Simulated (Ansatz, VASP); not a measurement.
**Two plane-wave programs on Ge**

```xyz
1
Lattice="1.3148 -2.4472 0.0000 1.3148 2.4472 0.0000 0.0000 0.0000 3.0470" Properties=species:S:1:pos:R:3 pbc="T T T"
Ge    1.3148    0.0000    0.0000
```

Alike in both runs: task single point; functional PBEsol; k mesh 22 × 22 × 20; occupations gaussian, width 0.15 eV; no spin polarisation.

|  | VASP | Ansatz |
| --- | --- | --- |
| version | VASP 6.6.1 | Ansatz 0.2.0 |
| potentials or method | VASP PAW PBE potentials, release 64 (Ge_d), cutoff 520 eV | scalar-relativistic, plane waves, PAW |
| valence electrons in the cell | 14 | 14 |

Ansatz gave:

```
gap on the k mesh at the Fermi level (eV)                     : none
pressure (GPa)                                                : 0.5
traceless stress, the component that is largest in VASP (GPa) : -13.32
```

Question: What did VASP give for the same quantities?

Answer: gap on the k mesh at the Fermi level (eV): none; pressure (GPa): 0.5; traceless stress, the component that is largest in VASP (GPa): -13.34.

VASP's potentials were made for PBE, not for PBEsol. A gap of «none» marks a metal or a gap that the smearing closes. The functional is the same, so the differences come from potentials, cutoffs and numerics.
